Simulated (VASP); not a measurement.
Wanted: the native input for a VASP 6.6.1 run.

```yaml
Task: relaxation of cell and atoms
Functional: PBE
Potentials_or_basis: VASP PAW PBE potentials, release 64 (Sb, Pt)
Cutoff: 600 eV
k_mesh: 6 × 6 × 4
Occupations: gaussian, width 0.2 eV
Spin: no spin polarisation
Dipole_correction: no
Further_INCAR_settings: ALGO = Normal; EDIFF = 1e-07; IBRION = 2; EDIFFG = -0.08; NSW = 36; ISIF = 3
```

The structure of Sb2Pt lies in POSCAR:

```
Sb2Pt
1.0
    3.9001373600      0.0000000000      0.0000000000
   -1.9500686800      3.3776180300      0.0000000000
    0.0000000000      0.0000000000      5.2796746900
Sb Pt
2 1
Direct
    0.6666666700      0.3333333300      0.7508609900
    0.3333333300      0.6666666700      0.2491390100
    0.0000000000      0.0000000000      0.0000000000
```

The cell was generated, and may not be a known phase.

One way to write it, as run:

INCAR

```
PREC = Accurate ; ENCUT = 600
EDIFF = 1E-7 ; ISMEAR = 0
SIGMA = 0.2 ; LREAL = F
LASPH = T ; NELM = 80
ALGO = Normal ; ISIF = 3
LWAVE = F ; LCHARG = F
GGA = PE ; IBRION = 2
NSW = 36 ; EDIFFG = -0.08
```

KPOINTS

```
Automatic mesh
0
Gamma
  6 6 4
```

Potentials or basis: VASP PAW PBE potentials, release 64 (Sb, Pt).

Launch:

```console
$ cat potpaw_PBE.64/Sb/POTCAR potpaw_PBE.64/Pt/POTCAR > POTCAR
$ mpirun -np 1 vasp_std > vasp.out
```

Results of the run:

```json
{"Relaxed volume": "24.92 Å³/atom", "Relaxed cell": "a = 4.044 Å, b = 4.044 Å, c = 5.278 Å, α = 90.00°, β = 90.00°, γ = 120.00°", "Space group after relaxing (to 0.1 Å)": "P-3m1 (No. 164)", "Energy gained by relaxing": "84.7 meV/atom", "Ionic steps": "7", "Pressure after relaxing": "0.2 GPa", "Largest force after relaxing": "0.080 eV/Å", "Band gap on the k mesh": "zero (bands 10 and 11 overlap by 3.35 eV)"}
```

Caveat: spin-orbit coupling is left out, which moves the levels of the heavy elements; the relaxation stopped at a loose force limit of 0.08 eV/Å, so its end isn't a converged minimum.

Wall time 64 s on 1 thread of Intel(R) Xeon(R) 6975P-C (Granite Rapids), with other jobs on the host, peak memory 0.23 GiB.
